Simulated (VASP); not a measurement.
# Ti (P6_3/mmc) in VASP: a series of runs

The runs below take Ti through single point, relaxation of shape and atoms at fixed volume, relaxation of cell and atoms, with PBEsol.

All numbers are computed with VASP 6.6.1; they aren't measurements. Logs are shortened: lines on timing, memory, paths and dates and some standing lists are left out, and cuts for length are marked.

## (1) The cell of the first run

Symmetry: P6_3/mmc, No. 194, hexagonal system. Conventional cell: a = 2.079 Å, b = 2.079 Å, c = 4.021 Å, α = 90.00°, β = 90.00°, γ = 120.00°. Within 2.8 Å of Ti (site symmetry -6m2) lie 12 Ti at 2.08 to 2.34 Å.

## (2) Single point, PBEsol (7.53 Å³/atom)

Input file INCAR:

```
SYSTEM = Ti
PREC = Accurate
ENCUT = 500
EDIFF = 1E-6
ISMEAR = -1
SIGMA = 0.05
LREAL = .FALSE.
LASPH = .TRUE.
NELM = 120
ALGO = Normal
ISIF = 2
LWAVE = .FALSE.
LCHARG = .TRUE.
GGA = PS
LELF = .TRUE.
LVHAR = .TRUE.
NBANDS = 19
GGA_COMPAT = .FALSE.
```

Input file KPOINTS:

```
regular mesh
0
G
  15 15 8
  0 0 0
```

Input file POSCAR:

```
Ti
1.0
    2.0794557187      0.0000000000      0.0000000000
   -1.0397278594      1.8008614784      0.0000000000
    0.0000000000      0.0000000000      4.0207848063
Ti
2
Direct
    0.3333333333      0.6666666667      0.2500000000
    0.6666666667      0.3333333333      0.7500000000
```

Potentials or basis: VASP PAW PBE potentials, release 64 (Ti_sv).

Run with:

```bash
> cat potpaw_PBE.64/Ti_sv/POTCAR > POTCAR
> mpirun -np 1 vasp_std > vasp.out
```

OUTCAR:

```text
SYSTEM = Ti
   PREC = Accurate
   ENCUT = 500
   EDIFF = 1E-6
   ISMEAR = -1
   LREAL = .FALSE.
   LASPH = .TRUE.
   NELM = 120
   ISIF = 2
   GGA = PS

 ion  position               nearest neighbor table
   1  0.333  0.667  0.250-   2 2.34   2 2.34   2 2.34   2 2.34   2 2.34   2 2.34
   2  0.667  0.333  0.750-   1 2.34   1 2.34   1 2.34   1 2.34   1 2.34   1 2.34

  LATTYP: Found a hexagonal cell.
 ALAT       =     2.0794557187
 C/A-ratio  =     1.9335755843

  Lattice vectors:

 A1 = (   2.0794557187,   0.0000000000,   0.0000000000)
 A2 = (  -1.0397278594,   1.8008614784,   0.0000000000)
 A3 = (   0.0000000000,   0.0000000000,   4.0207848063)

Analysis of symmetry for initial positions (statically):
=====================================================================
 Subroutine PRICEL returns:
 Original cell was already a primitive cell.

 Routine SETGRP: Setting up the symmetry group for a
 hexagonal supercell.

 Subroutine GETGRP returns: Found 24 space group operations
 (whereof 12 operations were pure point group operations)
 out of a pool of 24 trial point group operations.

The static configuration has the point symmetry D_3d.
 The point group associated with its full space group is D_6h.

Analysis of symmetry for dynamics (positions and initial velocities):
=====================================================================
 Subroutine PRICEL returns:
 Original cell was already a primitive cell.

 Routine SETGRP: Setting up the symmetry group for a
 hexagonal supercell.

 Subroutine GETGRP returns: Found 24 space group operations
 (whereof 12 operations were pure point group operations)
 out of a pool of 24 trial point group operations.

The dynamic configuration has the point symmetry D_3d.
 The point group associated with its full space group is D_6h.

 Subroutine INISYM returns: Found 24 space group operations
 (whereof 12 operations are pure point group operations),
 and found     1 'primitive' translations

----------------------------------------------------------------------------------------

                                     Primitive cell

  volume of cell :      15.0571

  direct lattice vectors                    reciprocal lattice vectors
     2.079455719  0.000000000  0.000000000     0.480895068  0.277644897  0.000000000
    -1.039727859  1.800861478  0.000000000     0.000000000  0.555289794  0.000000000
     0.000000000  0.000000000  4.020784806     0.000000000  0.000000000  0.248707665

  length of vectors
     2.079455719  2.079455719  4.020784806     0.555289794  0.555289794  0.248707665

  position of ions in fractional coordinates (direct lattice)
     0.333333333  0.666666667  0.250000000
     0.666666667  0.333333333  0.750000000

  ion indices of the primitive-cell ions
   primitive index   ion index
                 1           1
                 2           2

----------------------------------------------------------------------------------------

 KPOINTS: regular mesh

Automatic generation of k-mesh.
 Grid dimensions read from file:
 generate k-points for:   15   15    8

 Generating k-lattice:

  Cartesian coordinates                     Fractional coordinates (reciprocal lattice)
     0.032059671  0.018509660  0.000000000     0.066666667 -0.000000000  0.000000000
     0.000000000  0.037019320  0.000000000     0.000000000  0.066666667  0.000000000
     0.000000000  0.000000000  0.031088458     0.000000000  0.000000000  0.125000000

  Length of vectors
     0.037019320  0.037019320  0.031088458

  Shift w.r.t. Gamma in fractional coordinates (k-lattice)
     0.000000000  0.000000000  0.000000000

 Subroutine IBZKPT returns following result:
 ===========================================

 Found    135 irreducible k-points:

 Following reciprocal coordinates:
            Coordinates               Weight
  0.000000  0.000000  0.000000      1.000000
  0.066667 -0.000000  0.000000      6.000000
  0.133333 -0.000000  0.000000      6.000000
  0.200000  0.000000  0.000000      6.000000
  0.266667 -0.000000  0.000000      6.000000
  0.333333 -0.000000  0.000000      6.000000
[... 16 lines left out ...]
  0.333333  0.200000  0.000000     12.000000
  0.400000  0.200000  0.000000      6.000000
 [... further k-points ...]
   k-points           NKPTS =    135   k-points in BZ     NKDIM =    135   number of bands    NBANDS=     19
   number of dos      NEDOS =    301   number of ions     NIONS =      2
   total plane-waves  NPLWV =   7680
   dimension x,y,z NGX =    16 NGY =   16 NGZ =   30
   dimension x,y,z NGXF=    32 NGYF=   32 NGZF=   60
   ions per type =               2
   NGX,Y,Z   is equivalent  to a cutoff of  12.79, 12.79, 12.40 a.u.
   NGXF,Y,Z  is equivalent  to a cutoff of  25.58, 25.58, 24.81 a.u.
 SYSTEM =  Ti
   PREC   = accura    normal or accurate (medium, high low for compatibility)
   ISTART =      0    job   : 0-new  1-cont  2-samecut
   ICHARG =      2    charge: 1-file 2-atom 10-const
   ISPIN  =      1    spin polarized calculation?
   LNONCOLLINEAR =      F non collinear calculations
   LSORBIT =      F    spin-orbit coupling
   LASPH  =      T    aspherical Exc in radial PAW
   ENCUT  =  500.0 eV  36.75 Ry    6.06 a.u.   3.79  3.79  7.33*2*pi/ulx,y,z
   NELM   =    120;   NELMIN=  2; NELMDL= -5     # of ELM steps
   EDIFF  = 0.1E-05   stopping-criterion for ELM
   LREAL  =      F    real-space projection
   EDIFFG = 0.1E-04   stopping-criterion for IOM
   NSW    =      0    number of steps for IOM
   IBRION =     -1    ionic relax: 0-MD 1-quasi-New 2-CG
   NFREE  =      0    steps in history (QN), initial steepest desc. (CG)
   ISIF   =      2    stress and relaxation
   ISYM   =      2    0-nonsym 1-usesym 2-fastsym
   POTIM  = 0.5000    time-step for ionic-motion
   TEBEG  =    0.0;   TEEND  =   0.0 temperature during run
   PSTRESS=    0.0 pullay stress
   NELECT =      24.0000    total number of electrons
   NUPDOWN=      -1.0000    fix difference up-down
   EMIN   =  10.00;   EMAX   =-10.00  energy-range for DOS
   EFERMI =   0.00;   METHOD = LEGACY
   ISMEAR =    -1;   SIGMA  =   0.05  broadening in eV -4-tet -1-fermi 0-gaus
   EFERMI_NEDOS =   21; number of points for ismear=-14 and -15
   IALGO  =     38    algorithm
   IMIX   =      4    mixing-type and parameters
     AMIX     =   0.40;   BMIX     =  1.00
     AMIX_MAG =   1.60;   BMIX_MAG =  1.00
  volume/ion in A,a.u.               =       7.53        50.81
  Fermi-wavevector in a.u.,A,eV,Ry     =   1.912339  3.613797 49.757077  3.657042
  Thomas-Fermi vector in A             =   2.948739
   LORBIT       =      0    0 simple, 1 ext, 2 COOP (PROOUT), +10 PAW based schemes
   GGA     = PS    functional components
   LHFCALC =     F    Hartree Fock is set to
   AEXX    =    0.0000 exact exchange contribution
   IVDW    =     0    specifies the selected vdW correction
   LEPSILON=     F    determine dielectric tensor
   LRPA    =     F    only Hartree local field effects (RPA)
 non-spin polarized calculation
  energy-cutoff  :      500.00
  volume of cell :       15.06
 maximum number of plane-waves:       399
 NGX is ok and might be reduce to    16
   NGX =  7   NGY =  7   NGZ = 15

 number of electron      23.9999997 magnetization

 Free energy of the ion-electron system (eV)
  ---------------------------------------------------
  ext. energy  EPLUGINS =         0.00000000
  ---------------------------------------------------
  free energy    TOTEN  =        -6.50519312 eV

  energy without entropy =       -6.50085167  energy(sigma->0) =       -6.50302240

 E-fermi :  20.3111     XC(G=0): -16.2871

 val. band max:       20.3019748425   @ k =   0.3333   0.3333   0.2500
 cond. band min:      20.3490707816   @ k =   0.3333   0.0667   0.0000
 fundamental gap:      0.0470959392
 Fermi energy:        20.3111409961

 k-point     1 :       0.0000    0.0000    0.0000
  band No.  band energies     occupation
      1     -37.5472      2.00000
      2     -36.2459      2.00000
      3     -15.3342      2.00000
      4     -10.2284      2.00000
      5      -8.6587      2.00000
      6      -8.6587      2.00000
[... 11 lines left out ...]
     18      25.8884      0.00000
     19      28.1808      0.00000

 k-point     2 :       0.0667   -0.0000    0.0000
  band No.  band energies     occupation
      1     -37.4534      2.00000
      2     -36.1684      2.00000
      3     -15.2351      2.00000
      4     -10.2127      2.00000
      5      -9.0238      2.00000
      6      -8.7513      2.00000
[... 11 lines left out ...]
     18      25.6515      0.00000
     19      28.2484      0.00000

 k-point     3 :       0.1333   -0.0000    0.0000
  band No.  band energies     occupation
      1     -37.1797      2.00000
      2     -35.9445      2.00000
      3     -14.9449      2.00000
      4     -10.1735      2.00000
      5     -10.0190      2.00000
      6      -9.6306      2.00000
[... 11 lines left out ...]
     18      25.0773      0.00000
     19      28.3528      0.00000

 k-point     4 :       0.2000    0.0000    0.0000
  band No.  band energies     occupation
      1     -36.7501      2.00000
      2     -35.6018      2.00000
      3     -14.4858      2.00000
      4     -11.4061      2.00000
      5     -10.9361      2.00000
      6     -10.1345      2.00000
[... 11 lines left out ...]
     18      24.6475      0.00000
     19      28.3845      0.00000

 k-point     5 :       0.2667   -0.0000    0.0000
  band No.  band energies     occupation
      1     -36.2089      2.00000
      2     -35.1900      2.00000
      3     -13.8972      2.00000
      4     -12.9167      2.00000
      5     -12.3622      2.00000
      6     -10.1311      2.00000
[... 11 lines left out ...]
     18      26.3178      0.00000
     19      28.3321      0.00000

 k-point     6 :       0.3333   -0.0000    0.0000
  band No.  band energies     occupation
      1     -35.6259      2.00000
      2     -34.7822      2.00000
      3     -14.3090      2.00000
      4     -13.6861      2.00000
      5     -13.2396      2.00000
      6     -10.2006      2.00000
[... 11 lines left out ...]
     18      28.2340      0.00000
     19      28.3510      0.00000

 k-point     7 :       0.4000   -0.0000    0.0000
  band No.  band energies     occupation
      1     -35.1012      2.00000
      2     -34.4675      2.00000
      3     -15.3767      2.00000
      4     -14.7117      2.00000
      5     -12.6053      2.00000
      6     -10.3593      2.00000
[... 11 lines left out ...]
     18      29.6608      0.00000
     19      30.9891      0.00000

 k-point     8 :       0.4667   -0.0000    0.0000
  band No.  band energies     occupation
      1     -34.7660      2.00000
      2     -34.3143      2.00000
      3     -15.9575      2.00000
      4     -15.2751      2.00000
      5     -12.1573      2.00000
      6     -10.5406      2.00000
[... 256 lines left out ...]
 k-point    20 :       0.4000    0.1333    0.0000
  band No.  band energies     occupation
      1     -34.6316      2.00000
      2     -34.2407      2.00000
      3     -15.6350      2.00000
      4     -14.9759      2.00000
      5     -11.9745      2.00000
      6     -11.3666      2.00000
[... 11 lines left out ...]
     18      29.1881      0.00000
     19      34.2680      0.00000

 k-point    21 :       0.2000    0.2000    0.0000
  band No.  band energies     occupation
      1     -35.4910      2.00000
      2     -34.6848      2.00000
      3     -13.7116      2.00000
      4     -13.6668      2.00000
      5     -13.0863      2.00000
      6     -10.9015      2.00000
[... 11 lines left out ...]
     18      28.3249      0.00000
     19      31.2318      0.00000

 k-point    22 :       0.2667    0.2000    0.0000
  band No.  band energies     occupation
      1     -34.9981      2.00000
      2     -34.3883      2.00000
      3     -14.5281      2.00000
      4     -14.2090      2.00000
      5     -12.4851      2.00000
      6     -11.6089      2.00000
[... 11 lines left out ...]
     18      28.8159      0.00000
     19      33.2018      0.00000

 k-point    23 :       0.3333    0.2000    0.0000
  band No.  band energies     occupation
      1     -34.6087      2.00000
      2     -34.2110      2.00000
      3     -15.0982      2.00000
      4     -14.5419      2.00000
      5     -12.1331      2.00000
      6     -11.9504      2.00000
[... 11 lines left out ...]
     18      28.5997      0.00000
     19      34.4973      0.00000

 k-point    24 :       0.4000    0.2000    0.0000
  band No.  band energies     occupation
      1     -34.4450      2.00000
      2     -34.1677      2.00000
      3     -15.3028      2.00000
      4     -14.6550      2.00000
      5     -12.3257      2.00000
      6     -11.6909      2.00000
[... 11 lines left out ...]
     18      28.0217      0.00000
     19      34.9513      0.00000

 [... further k-points ...]

------------------------ aborting loop because EDIFF is reached ----------------------------------------

  FORCE on cell =-STRESS in cart. coord.  units (eV):
  Direction    XX          YY          ZZ          XY          YZ          ZX
  --------------------------------------------------------------------------------------
  -------------------------------------------------------------------------------------
  Total       29.8982352     29.8982352     28.7522970     -0.0000000      0.0000000      0.0000000
  in kB     3181.3783511   3181.3783510   3059.4426244     -0.0000001      0.0000000      0.0000000
  external PRESSURE =    3140.7331088 kB  Pullay stress =       0.0000000 kB

 VOLUME and BASIS-vectors are now :
 -----------------------------------------------------------------------------
  energy-cutoff  :      500.00
  volume of cell :       15.06
      direct lattice vectors                 reciprocal lattice vectors
     2.079455719  0.000000000  0.000000000     0.480895068  0.277644897  0.000000000
    -1.039727859  1.800861478  0.000000000     0.000000000  0.555289794  0.000000000
     0.000000000  0.000000000  4.020784806     0.000000000  0.000000000  0.248707665

 POSITION                                       TOTAL-FORCE (eV/Angst)
 -----------------------------------------------------------------------------------
     -0.00000      1.20057      1.00520         0.000000     -0.000000      0.000000
      1.03973      0.60029      3.01559        -0.000000      0.000000      0.000000
 -----------------------------------------------------------------------------------
    total drift:                                0.000000     -0.000000      0.000000

  FREE ENERGIE OF THE ION-ELECTRON SYSTEM (eV)
  ---------------------------------------------------
  free  energy   TOTEN  =        -6.5051931219 eV

  energy  without entropy=       -6.5008516724  energy(sigma->0) =       -6.50302240
```

Wall time 59 s (1 thread of Intel Xeon 8259CL, shared host); peak memory 0.15 GiB.

What came out:

```
Free energy            : -6.5052 eV
Pressure               : 314.1 GPa
Band gap on the k mesh : zero (bands 12 and 13 overlap by 1.99 eV)
```

Stress tensor (GPa, compression positive):
```
318.14   0.00   0.00
  0.00 318.14   0.00
  0.00   0.00 305.94
```

Caveat: atoms lie so close that the PAW spheres overlap strongly, which falsifies energies and pressures; the cell stands under pressure; the PAW data sets were made with another functional, which shifts forces and pressure a little.

## (3) Single point, PBEsol (13.38 Å³/atom)

This run uses another cell than the first one, of 13.38 Å³/atom.

Input file INCAR:

```
PREC = Accurate
ENCUT = 500
EDIFF = 1E-6
ISMEAR = -1
SIGMA = 0.05
LREAL = False
LASPH = True
NELM = 120
ALGO = Normal
ISIF = 2
LWAVE = False
LCHARG = False
GGA = PS
NBANDS = 19
GGA_COMPAT = False
```

Input file KPOINTS:

```
Automatic mesh
0
Gamma
  15 15 8
```

Input file POSCAR:

```
Ti
1.0
    2.6814753986      0.0000000000      0.0000000000
   -1.3407376993      2.3222258148      0.0000000000
    0.0000000000      0.0000000000      4.2987285616
Ti
2
Direct
    0.3333333333      0.6666666667      0.2500000000
    0.6666666667      0.3333333333      0.7500000000
```

Potentials or basis: VASP PAW PBE potentials, release 64 (Ti_sv).

Run with:

```bash
> cat potpaw_PBE.64/Ti_sv/POTCAR > POTCAR
> mpirun -np 1 vasp_std > vasp.out
```

Run time: 96 s. Hardware: 1 thread of Intel Xeon 8259CL, shared host; peak memory 0.18 GiB.

It converged, with:

```
Free energy            : -16.0212 eV
Pressure               : 37.7 GPa
Band gap on the k mesh : zero (bands 12 and 13 overlap by 1.38 eV)
```

Levels at points of the mesh, in eV from the Fermi level:
```
           k point  band 8  band 9  band 10  band 11  band 12  band 13  band 14  band 15  band 16  band 17
(0.00, 0.00, 0.00)  -31.77   -6.70    -3.42     0.87     0.87     0.94     1.57     1.57     1.66     2.16
(0.00, 0.00, 0.50)  -31.87   -4.51    -4.51     0.01     0.01     0.77     0.77     0.77     0.77     3.78
```

Caveat: the cell stands under pressure; the PAW data sets were made with another functional, which shifts forces and pressure a little.

## (4) Single point, PBEsol (14.72 Å³/atom)

This run uses another cell than the first one, of 14.72 Å³/atom.

Input file INCAR:

```
  PREC = Accurate
  ENCUT = 500
  EDIFF = 1E-6
  ISMEAR = -1
  SIGMA = 0.05
  LREAL = F
  LASPH = T
  NELM = 120
  ALGO = Normal
  ISIF = 2
  LWAVE = F
  LCHARG = T
  GGA = PS
  LELF = T
  LVHAR = T
  NBANDS = 19
  GGA_COMPAT = F
```

Input file KPOINTS:

```
regular mesh
0
Gamma
  15 15 8
```

Input file POSCAR:

```
Ti
1.0
    2.7766043641      0.0000000000      0.0000000000
   -1.3883021821      2.4046099156      0.0000000000
    0.0000000000      0.0000000000      4.4101396098
Ti
2
Direct
    0.3333333333      0.6666666667      0.2500000000
    0.6666666667      0.3333333333      0.7500000000
```

Run with:

```bash
> cat potpaw_PBE.64/Ti_sv/POTCAR > POTCAR
> mpirun -np 1 vasp_std > vasp.out
```

It took 94 s on 1 thread of Intel Xeon 8259CL, shared host; peak memory 0.18 GiB.

Results (log left out):

| Item | Value |
| --- | --- |
| Free energy | -16.4803 eV |
| Pressure | 18.3 GPa |
| Band gap on the k mesh | zero (bands 12 and 13 overlap by 1.27 eV) |

Levels at points of the mesh, in eV from the Fermi level:
| k point | band 10 | band 11 | band 12 | band 13 | band 14 | band 15 |
| --- | --- | --- | --- | --- | --- | --- |
| (0.00, 0.00, 0.00) | -3.15 | 0.84 | 0.84 | 0.97 | 1.31 | 1.47 |
| (0.00, 0.00, 0.50) | -4.49 | 0.06 | 0.06 | 0.73 | 0.73 | 0.73 |

Caveat: the cell stands under pressure; the PAW data sets were made with another functional, which shifts forces and pressure a little.

(Part 1 of 2 ends here.)
